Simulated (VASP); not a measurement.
A run of VASP 6.6.1 is set up as follows.

The input INCAR:

```
ALGO = Normal
EDIFF = 1E-6
ENCUT = 520
GGA = PE
ISIF = 2
ISMEAR = 0
LASPH = True
LCHARG = False
LREAL = False
LWAVE = False
NBANDS = 18
NELM = 80
PREC = Accurate
SIGMA = 0.05
```

File KPOINTS:

```
k-points
0
Gamma
  9 9 6
```

File POSCAR:

```
LiF
1.0
    2.9797798643      0.0000000000      0.0000000000
   -1.4898899321      2.5805650602      0.0000000000
    0.0000000000      0.0000000000      4.9631213420
Li F
2 2
Direct
    0.3333333333      0.6666666667      0.3810713234
    0.6666666667      0.3333333333      0.8810713234
    0.3333333333      0.6666666667      0.9939266766
    0.6666666667      0.3333333333      0.4939266766
```

Potentials or basis: VASP PAW PBE potentials, release 64 (Li_sv, F).

Command:

```bash
$ cat potpaw_PBE.64/Li_sv/POTCAR potpaw_PBE.64/F/POTCAR > POTCAR
$ mpirun -np 1 vasp_std > vasp.out
```

**Question.** What does it give for the largest force?

**Answer.** 0.237 eV/Å.

**Question.** Predict the band gap on the k mesh.

**Answer.** 8.09 eV, direct.

Forces on the atoms (eV/Å):
```
Li   0.000  0.000 -0.237
Li   0.000  0.000 -0.237
F    0.000  0.000  0.237
F    0.000  0.000  0.237
```

 A k mesh can miss the band edges.
